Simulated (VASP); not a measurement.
Set up this calculation in VASP 6.6.1, as the native input.

```yaml
Task: single point
Functional: PBEsol
Dispersion: D4
Potentials_or_basis: VASP PAW PBE potentials, release 64 (Ir)
Cutoff: 400 eV
k_mesh: 9 × 9 × 1
Occupations: methfessel-paxton, width 0.1 eV
Spin: no spin polarisation
Dipole_correction: yes
Further_INCAR_settings: ALGO = Normal; EDIFF = 1e-06; NBANDS = 66; NELMDL = -8
```

The structure of Ir lies in POSCAR:

```
Ir
1.0
    0.0000000285      5.4129511797      0.0000000000
   -4.6877532453     -2.7064755652      0.0000000000
    0.0000000000      0.0000000000     24.4220952135
Ir
12
Direct
    0.0000000000      0.0000000000      0.2866256944
    1.0000000000      0.5000000000      0.2866256944
    0.5000000000      0.0000000000      0.2866256944
    0.5000000000      0.5000000000      0.2866256944
    0.3331494462      0.1659427932      0.3743330655
    0.3327933469      0.6668505538      0.3743330655
    0.8333333333      0.1666666667      0.3750434378
    0.8340572068      0.6672066531      0.3743330655
    0.6696834923      0.3345625049      0.4622310217
    0.6654374951      0.8351209874      0.4622310217
    0.1648790126      0.3303165077      0.4622310217
    0.1666666667      0.8333333333      0.4653370498
```

The input as run:

INCAR

```
ALGO = Normal
DIPOL = 0.5 0.5 0.375
EDIFF = 1E-6
ENCUT = 400
GGA = PS
GGA_COMPAT = F
IDIPOL = 3
ISIF = 2
ISMEAR = 1
IVDW = 13
LASPH = T
LCHARG = F
LDIPOL = T
LREAL = F
LWAVE = F
NBANDS = 66
NELM = 120
NELMDL = -8
PREC = Accurate
SIGMA = 0.1
```

KPOINTS

```
k-points
0
Gamma
  9 9 1
```

Potentials or basis: VASP PAW PBE potentials, release 64 (Ir).

Command:

```console
$ cat potpaw_PBE.64/Ir/POTCAR > POTCAR
$ mpirun -np 1 vasp_std > vasp.out
```

Results of the run:

```json
{
  "Largest force": "0.895 eV/Å",
  "Band gap on the k mesh": "zero (bands 54 and 55 overlap by 1.14 eV)",
  "Dispersion energy per atom": "-0.354 eV"
}
```

Caveat: the PAW data sets were made with another functional, which shifts forces and pressure a little; spin-orbit coupling is left out, which moves the levels of the heavy elements.

Wall time 29 min on 1 thread of Intel Xeon 8259CL, with other jobs on the host, peak memory 0.63 GiB.
